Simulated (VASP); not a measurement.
# TiAl (P-6m2) in VASP: further runs

The runs below take TiAl through single point, with PBEsol.

All numbers are computed with VASP 6.6.1; they aren't measurements. Logs are shortened: lines on timing, memory, paths and dates and some standing lists are left out, and cuts for length are marked.

**1. The cell of the first run**

It takes space group P-6m2 (No. 187, hexagonal). Conventional cell: a = 2.953 Å, b = 2.953 Å, c = 4.678 Å, α = 90.00°, β = 90.00°, γ = 120.00°. Ti (site symmetry -6m2) has 6 Al at 2.89 Å and 6 Ti at 2.95 Å within 3.8 Å. Al (site symmetry -6m2) has 6 Ti at 2.89 Å and 6 Al at 2.95 Å within 3.8 Å.

**2. Single point, PBEsol (strain +0.030 along x and y, +0.000 along z)**

INCAR reads:

```
PREC = Accurate ; ENCUT = 520
EDIFF = 1E-6 ; ISMEAR = 0
SIGMA = 0.15 ; LREAL = False
LASPH = True ; NELM = 100
ALGO = Fast ; ISIF = 2
LWAVE = False ; LCHARG = True
GGA = PS ; LELF = True
LVHAR = True ; NBANDS = 14
```

KPOINTS reads:

```
regular mesh
0
Gamma
  18 18 10
```

POSCAR reads:

```
TiAl
1.0
    2.9532800997      0.0000000000      0.0000000000
   -1.4766400498      2.5576155908      0.0000000000
    0.0000000000      0.0000000000      4.6780830000
Ti Al
1 1
Direct
    0.0000000000      0.0000000000      0.0000000000
    0.3333333333      0.6666666667      0.5000000000
```

Potentials or basis: VASP PAW PBE potentials, release 64 (Ti_sv, Al).

The run is started by

```console
$ cat potpaw_PBE.64/Ti_sv/POTCAR potpaw_PBE.64/Al/POTCAR > POTCAR
$ mpirun -np 1 vasp_std > vasp.out
```

OUTCAR:

```text
PREC = Accurate
   ENCUT = 520
   EDIFF = 1E-6
   ISMEAR = 0
   LREAL = False
   LASPH = True
   NELM = 100
   ISIF = 2
   GGA = PS

 ion  position               nearest neighbor table
   1  0.000  0.000  0.000-   2 2.89   2 2.89   2 2.89   2 2.89   2 2.89   2 2.89
   2  0.333  0.667  0.500-   1 2.89   1 2.89   1 2.89   1 2.89   1 2.89   1 2.89

  LATTYP: Found a hexagonal cell.
 ALAT       =     2.9532800997
 C/A-ratio  =     1.5840295678

  Lattice vectors:

 A1 = (   2.9532800997,   0.0000000000,   0.0000000000)
 A2 = (  -1.4766400498,   2.5576155908,   0.0000000000)
 A3 = (   0.0000000000,   0.0000000000,   4.6780830000)

Analysis of symmetry for initial positions (statically):
=====================================================================
 Subroutine PRICEL returns:
 Original cell was already a primitive cell.

 Routine SETGRP: Setting up the symmetry group for a
 hexagonal supercell.

 Subroutine GETGRP returns: Found 12 space group operations
 (whereof 12 operations were pure point group operations)
 out of a pool of 24 trial point group operations.

The static configuration has the point symmetry D_3h.

Analysis of symmetry for dynamics (positions and initial velocities):
=====================================================================
 Subroutine PRICEL returns:
 Original cell was already a primitive cell.

 Routine SETGRP: Setting up the symmetry group for a
 hexagonal supercell.

 Subroutine GETGRP returns: Found 12 space group operations
 (whereof 12 operations were pure point group operations)
 out of a pool of 24 trial point group operations.

The dynamic configuration has the point symmetry D_3h.

 Subroutine INISYM returns: Found 12 space group operations
 (whereof 12 operations are pure point group operations),
 and found     1 'primitive' translations

----------------------------------------------------------------------------------------

                                     Primitive cell

  volume of cell :      35.3352

  direct lattice vectors                    reciprocal lattice vectors
     2.953280100  0.000000000  0.000000000     0.338606555  0.195494586  0.000000000
    -1.476640050  2.557615591  0.000000000     0.000000000  0.390989171  0.000000000
     0.000000000  0.000000000  4.678083000     0.000000000  0.000000000  0.213762774

  length of vectors
     2.953280100  2.953280100  4.678083000     0.390989171  0.390989171  0.213762774

  position of ions in fractional coordinates (direct lattice)
     0.000000000  0.000000000  0.000000000
     0.333333333  0.666666667  0.500000000

  ion indices of the primitive-cell ions
   primitive index   ion index
                 1           1
                 2           2

----------------------------------------------------------------------------------------

 KPOINTS: regular mesh

Automatic generation of k-mesh.
 Grid dimensions read from file:
 generate k-points for:   18   18   10

 Generating k-lattice:

  Cartesian coordinates                     Fractional coordinates (reciprocal lattice)
     0.018811475  0.010860810  0.000000000     0.055555556  0.000000000  0.000000000
     0.000000000  0.021721621  0.000000000     0.000000000  0.055555556  0.000000000
     0.000000000  0.000000000  0.021376277     0.000000000  0.000000000  0.100000000

  Length of vectors
     0.021721621  0.021721621  0.021376277

  Shift w.r.t. Gamma in fractional coordinates (k-lattice)
     0.000000000  0.000000000  0.000000000

 Subroutine IBZKPT returns following result:
 ===========================================

 Found    222 irreducible k-points:

 Following reciprocal coordinates:
            Coordinates               Weight
  0.000000  0.000000  0.000000      1.000000
  0.055556  0.000000  0.000000      6.000000
  0.111111  0.000000  0.000000      6.000000
  0.166667  0.000000  0.000000      6.000000
  0.222222  0.000000  0.000000      6.000000
  0.277778  0.000000  0.000000      6.000000
[... 16 lines left out ...]
  0.333333  0.111111  0.000000     12.000000
  0.388889  0.111111  0.000000     12.000000
 [... further k-points ...]
   k-points           NKPTS =    222   k-points in BZ     NKDIM =    222   number of bands    NBANDS=     14
   number of dos      NEDOS =    301   number of ions     NIONS =      2
   total plane-waves  NPLWV =  20736
   dimension x,y,z NGX =    24 NGY =   24 NGZ =   36
   dimension x,y,z NGXF=    48 NGYF=   48 NGZF=   72
   ions per type =               1   1
   NGX,Y,Z   is equivalent  to a cutoff of  13.51, 13.51, 12.79 a.u.
   NGXF,Y,Z  is equivalent  to a cutoff of  27.02, 27.02, 25.59 a.u.
 SYSTEM =  unknown system
   PREC   = accura    normal or accurate (medium, high low for compatibility)
   ISTART =      0    job   : 0-new  1-cont  2-samecut
   ICHARG =      2    charge: 1-file 2-atom 10-const
   ISPIN  =      1    spin polarized calculation?
   LNONCOLLINEAR =      F non collinear calculations
   LSORBIT =      F    spin-orbit coupling
   LASPH  =      T    aspherical Exc in radial PAW
   ENCUT  =  520.0 eV  38.22 Ry    6.18 a.u.   5.49  5.49  8.70*2*pi/ulx,y,z
   NELM   =    100;   NELMIN=  2; NELMDL= -5     # of ELM steps
   EDIFF  = 0.1E-05   stopping-criterion for ELM
   LREAL  =      F    real-space projection
   EDIFFG = 0.1E-04   stopping-criterion for IOM
   NSW    =      0    number of steps for IOM
   IBRION =     -1    ionic relax: 0-MD 1-quasi-New 2-CG
   NFREE  =      0    steps in history (QN), initial steepest desc. (CG)
   ISIF   =      2    stress and relaxation
   ISYM   =      2    0-nonsym 1-usesym 2-fastsym
   POTIM  = 0.5000    time-step for ionic-motion
   TEBEG  =    0.0;   TEEND  =   0.0 temperature during run
   PSTRESS=    0.0 pullay stress
   NELECT =      15.0000    total number of electrons
   NUPDOWN=      -1.0000    fix difference up-down
   EMIN   =  10.00;   EMAX   =-10.00  energy-range for DOS
   EFERMI =   0.00;   METHOD = LEGACY
   ISMEAR =     0;   SIGMA  =   0.15  broadening in eV -4-tet -1-fermi 0-gaus
   EFERMI_NEDOS =   21; number of points for ismear=-14 and -15
   IALGO  =     68    algorithm
   IMIX   =      4    mixing-type and parameters
     AMIX     =   0.40;   BMIX     =  1.00
     AMIX_MAG =   1.60;   BMIX_MAG =  1.00
  volume/ion in A,a.u.               =      17.67       119.23
  Fermi-wavevector in a.u.,A,eV,Ry     =   1.230371  2.325063 20.596663  1.513812
  Thomas-Fermi vector in A             =   2.365222
   LORBIT       =      0    0 simple, 1 ext, 2 COOP (PROOUT), +10 PAW based schemes
   GGA     = PS    functional components
   LHFCALC =     F    Hartree Fock is set to
   AEXX    =    0.0000 exact exchange contribution
   IVDW    =     0    specifies the selected vdW correction
   LEPSILON=     F    determine dielectric tensor
   LRPA    =     F    only Hartree local field effects (RPA)
 non-spin polarized calculation
 RMM-DIIS sequential band-by-band and
 Gauss-broadening in eV      SIGMA  =   0.15
  energy-cutoff  :      520.00
  volume of cell :       35.34
 maximum number of plane-waves:       980
 NGX is ok and might be reduce to    24
   NGX = 11   NGY = 11   NGZ = 17

 number of electron      15.0000001 magnetization

 Free energy of the ion-electron system (eV)
  ---------------------------------------------------
  ext. energy  EPLUGINS =         0.00000000
  ---------------------------------------------------
  free energy    TOTEN  =       -12.86983148 eV

  energy without entropy =      -12.83876707  energy(sigma->0) =      -12.85429927

 E-fermi :   7.1667     XC(G=0): -10.7841

 val. band max:        7.1658036003   @ k =   0.3889   0.0556   0.5000
 cond. band min:       7.1669413341   @ k =   0.3333   0.3333   0.4000
 fundamental gap:      0.0011377338
 Fermi energy:         7.1666960413

 k-point     1 :       0.0000    0.0000    0.0000
  band No.  band energies     occupation
      1     -49.2730      2.00000
      2     -25.6837      2.00000
      3     -25.3418      2.00000
      4     -25.3418      2.00000
      5      -1.4110      2.00000
      6       5.0532      2.00000
      7       5.6073      2.00000
      8       8.3465      0.00000
      9       8.3465      0.00000
     10       9.6467      0.00000
     11       9.6467      0.00000
     12      11.0936      0.00000
     13      19.2172      0.00000
     14      19.2172      0.00000

 k-point     2 :       0.0556    0.0000    0.0000
  band No.  band energies     occupation
      1     -49.2710      2.00000
      2     -25.6816      2.00000
      3     -25.3553      2.00000
      4     -25.3449      2.00000
      5      -1.3386      2.00000
      6       5.1293      2.00000
      7       5.6130      2.00000
      8       8.2792      0.00000
      9       8.4025      0.00000
     10       9.6276      0.00000
     11       9.6723      0.00000
     12      11.1072      0.00000
     13      18.0119      0.00000
     14      18.4902      0.00000

 k-point     3 :       0.1111    0.0000    0.0000
  band No.  band energies     occupation
      1     -49.2652      2.00000
      2     -25.6756      2.00000
      3     -25.3942      2.00000
      4     -25.3538      2.00000
      5      -1.1225      2.00000
      6       5.3482      2.00000
      7       5.6293      2.00000
      8       8.0934      0.00000
      9       8.5673      0.00000
     10       9.5730      0.00000
     11       9.7507      0.00000
     12      11.1447      0.00000
     13      16.2904      0.00000
     14      17.6064      0.00000
[... 324 lines left out ...]
 k-point    23 :       0.3333    0.1111    0.0000
  band No.  band energies     occupation
      1     -49.2110      2.00000
      2     -25.7198      2.00000
      3     -25.6199      2.00000
      4     -25.4615      2.00000
      5       2.1329      2.00000
      6       5.8685      2.00000
      7       5.9802      2.00000
      8       6.7027      1.99999
      9       8.7187      0.00000
     10       9.8238      0.00000
     11      10.9402      0.00000
     12      11.3677      0.00000
     13      12.2663      0.00000
     14      13.0375      0.00000

 k-point    24 :       0.3889    0.1111    0.0000
  band No.  band energies     occupation
      1     -49.2055      2.00000
      2     -25.7518      2.00000
      3     -25.6142      2.00000
      4     -25.4728      2.00000
      5       3.0515      2.00000
      6       5.1814      2.00000
      7       5.9080      2.00000
      8       6.4902      2.00000
      9       8.6139      0.00000
     10      10.0397      0.00000
     11      10.9271      0.00000
     12      11.7059      0.00000
     13      12.3843      0.00000
     14      13.1842      0.00000

 [... further k-points ...]
[... 5 lines left out ...]
  --------------------------------------------------------------------------------------
  -------------------------------------------------------------------------------------
  Total       -1.8330521     -1.8330521     -1.5406397     -0.0000000      0.0000000      0.0000000
  in kB      -83.1146450    -83.1146450    -69.8560194     -0.0000000      0.0000000      0.0000000
  external PRESSURE =     -78.6951032 kB  Pullay stress =       0.0000000 kB

 VOLUME and BASIS-vectors are now :
 -----------------------------------------------------------------------------
  energy-cutoff  :      520.00
  volume of cell :       35.34
      direct lattice vectors                 reciprocal lattice vectors
     2.953280100  0.000000000  0.000000000     0.338606555  0.195494586  0.000000000
    -1.476640050  2.557615591  0.000000000     0.000000000  0.390989171  0.000000000
     0.000000000  0.000000000  4.678083000     0.000000000  0.000000000  0.213762774

 POSITION                                       TOTAL-FORCE (eV/Angst)
 -----------------------------------------------------------------------------------
      0.00000      0.00000      0.00000         0.000000      0.000000      0.000000
     -0.00000      1.70508      2.33904        -0.000000      0.000000      0.000000
 -----------------------------------------------------------------------------------
    total drift:                                0.000000     -0.000000      0.000000

  FREE ENERGIE OF THE ION-ELECTRON SYSTEM (eV)
  ---------------------------------------------------
  free  energy   TOTEN  =       -12.8698314808 eV

  energy  without entropy=      -12.8387670688  energy(sigma->0) =      -12.85429927
```

Run time: 1.9 min. Hardware: 1 thread of Intel Xeon Platinum 8488C (Sapphire Rapids), shared host; peak memory 0.24 GiB.

Results:

| Property | Result |
| --- | --- |
| Free energy | -12.8698 eV |
| Pressure | -7.9 GPa |

Stress tensor (GPa, compression positive):
```
-8.31  0.00  0.00
 0.00 -8.31  0.00
 0.00  0.00 -6.99
```

Caveat: the cell differs from its parent crystal (strain +0.030 along x and y, +0.000 along z); the PAW data sets were made with another functional, which shifts forces and pressure a little.

**3. Single point, PBEsol (strain +0.015 along x and y, +0.030 along z)**

INCAR reads:

```
ALGO = Fast
EDIFF = 1E-7
ENCUT = 520
GGA = PS
ISIF = 2
ISMEAR = 0
LASPH = True
LCHARG = True
LELF = True
LREAL = False
LVHAR = True
LWAVE = False
NBANDS = 14
NELM = 80
PREC = Accurate
SIGMA = 0.15
```

KPOINTS reads:

```
k-points
0
Gamma
  18 18 10
```

POSCAR reads:

```
TiAl
1.0
    2.9102711662      0.0000000000      0.0000000000
   -1.4551355831      2.5203687618      0.0000000000
    0.0000000000      0.0000000000      4.8184254900
Ti Al
1 1
Direct
    0.0000000000      0.0000000000      0.0000000000
    0.3333333333      0.6666666667      0.5000000000
```

Potentials or basis: VASP PAW PBE potentials, release 64 (Ti_sv, Al).

The run is started by

```console
$ cat potpaw_PBE.64/Ti_sv/POTCAR potpaw_PBE.64/Al/POTCAR > POTCAR
$ mpirun -np 1 vasp_std > vasp.out
```

It took 2.5 min on 1 thread of Intel Xeon Platinum 8488C (Sapphire Rapids), shared host; peak memory 0.24 GiB.

The run converged. Its results:

```
Free energy : -12.8617 eV
Pressure    : -8.3 GPa
```

Stress tensor (GPa, compression positive):
```
 -7.00   0.00   0.00
  0.00  -7.00   0.00
  0.00   0.00 -10.81
```

Levels at points of the mesh, in eV from the Fermi level:
```csv
k point,band 5,band 6,band 7,band 8,band 9,band 10
"(0.00, 0.00, 0.00)",-8.67,-2.31,-1.90,1.21,1.21,2.60
"(0.50, 0.00, 0.00)",-3.54,-2.76,-1.42,-0.93,1.99,3.71
"(0.00, 0.00, 0.50)",-7.87,-5.16,-0.47,1.22,1.22,2.54
"(0.50, 0.00, 0.50)",-3.47,-2.36,-1.73,0.47,0.89,1.82
```

Caveat: the cell differs from its parent crystal (strain +0.015 along x and y, +0.030 along z); the PAW data sets were made with another functional, which shifts forces and pressure a little.

(Part 1 of 2 ends here.)
